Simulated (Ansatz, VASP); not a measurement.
# Two plane-wave programs on AlN

File INCAR:

```
PREC = Accurate
ENCUT = 520
EDIFF = 1E-7
ISMEAR = 0
SIGMA = 0.05
LREAL = F
LASPH = T
NELM = 60
ALGO = Normal
ISIF = 2
LWAVE = F
LCHARG = F
GGA = PS
NBANDS = 16
```

The input KPOINTS:

```
Automatic mesh
0
Gamma
  9 9 6
```

POSCAR

```
AlN
1.0
    3.2818000000      0.0000000000      0.0000000000
   -1.6409000000      2.8421221701      0.0000000000
    0.0000000000      0.0000000000      4.0998000000
Al N
2 2
Direct
    0.3333333333      0.6666666667      0.7500000000
    0.6666666667      0.3333333333      0.2500000000
    0.3333333333      0.6666666667      0.2500000000
    0.6666666667      0.3333333333      0.7500000000
```

Input for Ansatz:

```yaml
crystal:
  lattice:
    - [3.2818, 0.0, 0.0]
    - [-1.6409, 2.8421221701, 0.0]
    - [0.0, 0.0, 4.0998]
  atoms:
    - { symbol: Al, position: [0.3333333333, 0.6666666667, 0.75] }
    - { symbol: Al, position: [0.6666666667, 0.3333333333, 0.25] }
    - { symbol: "N", position: [0.3333333333, 0.6666666667, 0.25] }
    - { symbol: "N", position: [0.6666666667, 0.3333333333, 0.75] }
basis:
  ecutwfc: 520.0
kpoints:
  mp_grid: { grid: [9, 9, 6] }
hamiltonian:
  xc: pbesol
scf:
  occupations: { method: gaussian, width: 0.05 }
output:
  forces: true
  stress: true
  eigenvalues: true
```

Alike in both runs: task single point; functional PBEsol; k mesh 9 × 9 × 6; occupations gaussian, width 0.05 eV; no spin polarisation.

|  | VASP | Ansatz |
| --- | --- | --- |
| version | VASP 6.6.1 | Ansatz 0.2.0 |
| potentials or method | VASP PAW PBE potentials, release 64 (Al, N), cutoff 520 eV | scalar-relativistic, plane waves, PAW |
| valence electrons in the cell | 16 | 16 |

Ansatz gave:

```
gap on the k mesh at the Fermi level (eV)                     : 3.49
least direct gap on the mesh (eV)                             : 3.49
pressure (GPa)                                                : 4.9
traceless stress, the component that is largest in VASP (GPa) : 0.10
```

Which values does VASP return?

gap on the k mesh at the Fermi level (eV): 3.51; least direct gap on the mesh (eV): 3.51; pressure (GPa): 4.8; traceless stress, the component that is largest in VASP (GPa): 0.07.

VASP's potentials were made for PBE, not for PBEsol. The functional is the same, so the differences come from potentials, cutoffs and numerics.
